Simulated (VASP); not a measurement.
Write the native input for VASP 6.6.1 that does the following.

| Property | Result |
| --- | --- |
| Task | single point |
| Functional | PBE |
| Potentials or basis | VASP PAW PBE potentials, release 64 (Rb_sv, Lu, Be) |
| Cutoff | 520 eV |
| k mesh | 3 × 3 × 4 |
| Occupations | gaussian, width 0.1 eV |
| Spin | no spin polarisation |
| Dipole correction | no |
| Further INCAR settings | ALGO = Normal; EDIFF = 1e-07; NBANDS = 37 |

The structure of Rb3LuBe2 lies in POSCAR:

```
Rb3LuBe2
1.0
    6.6467970923     -0.0000000030      0.0000000000
   -3.3233985435      5.7562951372      0.0000000000
    0.0000000000      0.0000000000      5.8807255159
Rb Lu Be
3 1 2
Direct
    0.0000000000      0.5000000000      0.9450027904
    0.5000000000      0.0000000000      0.9450027904
    0.5000000000      0.5000000000      0.9450027904
    0.0000000000      0.0000000000      0.4449428432
    0.6666666667      0.3333333333      0.4450218478
    0.3333333333      0.6666666667      0.4450218478
```

The cell was built from a structure type or drawn by symmetry, and may not be a known phase.

These files were run (other wordings do the same):

INCAR

```
SYSTEM = Rb3LuBe2
PREC     = Accurate       ! precision mode
ENCUT    = 520            ! plane-wave cutoff, eV
EDIFF    = 1E-7           ! SCF threshold, eV
ISMEAR   = 0              ! smearing method
SIGMA    = 0.1            ! smearing width, eV
LREAL    = .FALSE.        ! projectors in reciprocal space
LASPH    = .TRUE.         ! aspherical terms in the spheres
NELM     = 60             ! most SCF steps
ALGO     = Normal         ! electronic algorithm
ISIF     = 2              ! what is computed and relaxed
LWAVE    = .FALSE.        ! write WAVECAR
LCHARG   = .FALSE.        ! write CHGCAR
GGA      = PE             ! functional
NBANDS   = 37             ! bands
```

KPOINTS

```
Automatic mesh
0
G
  3 3 4
  0 0 0
```

Potentials or basis: VASP PAW PBE potentials, release 64 (Rb_sv, Lu, Be).

Run with:

```sh
$ cat potpaw_PBE.64/Rb_sv/POTCAR potpaw_PBE.64/Lu/POTCAR potpaw_PBE.64/Be/POTCAR > POTCAR
$ mpirun -np 1 vasp_std > vasp.out
```

Results of the run:

```json
{"Pressure": "0.0 GPa", "Band gap on the k mesh": "zero (bands 28 and 29 overlap by 0.75 eV)"}
```

Caveat: the k points lie up to 0.36 Å⁻¹ apart, too coarse for converged energies and pressures of a metal; spin-orbit coupling is left out, which moves the levels of the heavy elements.

It took 2.2 min on 1 thread of Intel(R) Xeon(R) Platinum 8259CL CPU @ 2.50GHz (Skylake/Cascade Lake) (shared host), peak memory 0.38 GiB.
